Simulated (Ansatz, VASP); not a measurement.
# Two plane-wave programs on Al2Ru

INCAR

```
PREC = Accurate
ENCUT = 600
EDIFF = 1E-6
ISMEAR = 0
SIGMA = 0.01
LREAL = F
LASPH = T
NELM = 60
ALGO = Normal
ISIF = 3
LWAVE = F
LCHARG = F
GGA = PS
IBRION = 2
NSW = 80
EDIFFG = -0.01
```

The input KPOINTS:

```
regular mesh
0
Gamma
  4 4 4
```

The input POSCAR:

```
Al2Ru
1.0
    0.0000000000      3.9898374997      4.3915250777
    2.3524746913      0.0000000000      4.3915250777
    2.3524746913      3.9898374997      0.0000000000
Al Ru
4 2
Direct
    0.0790610300      0.4209389700      0.0790610300
    0.4209389700      0.0790610300      0.4209389700
    0.1709389700      0.8290610300      0.1709389700
    0.8290610300      0.1709389700      0.8290610300
    0.7500000000      0.7500000000      0.7500000000
    0.5000000000      0.5000000000      0.5000000000
```

Input for Ansatz:

```yaml
crystal:
  lattice:
    - [0.0, 3.9898374997, 4.3915250777]
    - [2.3524746913, 0.0, 4.3915250777]
    - [2.3524746913, 3.9898374997, 0.0]
  atoms:
    - { symbol: Al, position: [0.07906103, 0.42093897, 0.07906103] }
    - { symbol: Al, position: [0.42093897, 0.07906103, 0.42093897] }
    - { symbol: Al, position: [0.17093897, 0.82906103, 0.17093897] }
    - { symbol: Al, position: [0.82906103, 0.17093897, 0.82906103] }
    - { symbol: Ru, position: [0.75, 0.75, 0.75] }
    - { symbol: Ru, position: [0.5, 0.5, 0.5] }
basis:
  ecutwfc: 420
kpoints:
  mp_grid: { grid: [4, 4, 4] }
hamiltonian:
  xc: pbesol
scf:
  occupations: { method: gaussian, width: 0.01 }
output:
  forces: true
  stress: true
  eigenvalues: true
relax:
  adjacent_minimum: "off"
  f_tol: 0.01
  max_steps: 60
  cell: { stress_tol: 0.05 }
```

Alike in both runs: task relaxation of cell and atoms; functional PBEsol; k mesh 4 × 4 × 4; occupations gaussian, width 0.01 eV; no spin polarisation.

|  | VASP | Ansatz |
| --- | --- | --- |
| version | VASP 6.6.1 | Ansatz 0.2.0 |
| potentials or method | VASP PAW PBE potentials, release 64 (Al, Ru_pv), cutoff 600 eV | scalar-relativistic, plane waves, PAW |
| valence electrons in the cell | 40 | 44 |

|  | VASP | Ansatz | Ansatz less VASP |
| --- | --- | --- | --- |
| gap on the k mesh at the Fermi level, each at its own relaxed structure (eV) | 0.16 | 0.16 | +0.002 |
| relaxed volume (Å³/atom) | 13.70 | 13.70 | -0.002 |
| relaxed length of the cell vector where the two differ most in proportion (Å) | 4.976 | 4.974 | -0.0016 |

VASP's potentials were made for PBE, not for PBEsol. VASP's potentials hold 40 valence electrons a cell and Ansatz's 44, so a difference there can come from the potentials and not from the codes.

The k mesh is coarse, so the values compare programs but aren't converged.
